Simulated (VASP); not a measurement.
Wanted: the native input for a VASP 6.6.1 run.

| Property | Result |
| --- | --- |
| Task | single point |
| Functional | LDA |
| Potentials or basis | VASP PAW LDA potentials, release 64 (B, P) |
| Cutoff | 520 eV |
| k mesh | 15 × 15 × 15 |
| Occupations | fermi-dirac, width 0.05 eV |
| Spin | no spin polarisation |
| Dipole correction | no |
| Further INCAR settings | ALGO = Normal; EDIFF = 1e-07; NBANDS = 11 |

The structure of BP lies in POSCAR:

```
BP
1.0
    0.0000000000      2.2614113146      2.2614113146
    2.2614113146      0.0000000000      2.2614113146
    2.2614113146      2.2614113146      0.0000000000
B P
1 1
Direct
    0.0000000000      0.0000000000      0.0000000000
    0.7500000000      0.7500000000      0.7500000000
```

This cell differs from its parent crystal: volume scaled by 0.99.

These files were run (other wordings do the same):

INCAR

```
PREC = Accurate
ENCUT = 520
EDIFF = 1E-7
ISMEAR = -1
SIGMA = 0.05
LREAL = F
LASPH = T
NELM = 100
ALGO = Normal
ISIF = 2
LWAVE = F
LCHARG = F
NBANDS = 11
```

KPOINTS

```
regular mesh
0
Gamma
  15 15 15
```

Potentials or basis: VASP PAW LDA potentials, release 64 (B, P).

Run with:

```bash
$ cat potpaw_LDA.64/B/POTCAR potpaw_LDA.64/P/POTCAR > POTCAR
$ mpirun -np 1 vasp_std > vasp.out
```

It gave:

- Pressure: -3.7 GPa
- Band gap on the k mesh: 1.18 eV, indirect (least direct gap 3.39 eV)

Wall time 36 s on 1 thread of AMD EPYC 7R43 64-Core Processor (Zen 3), with other jobs on the host, peak memory 0.11 GiB.
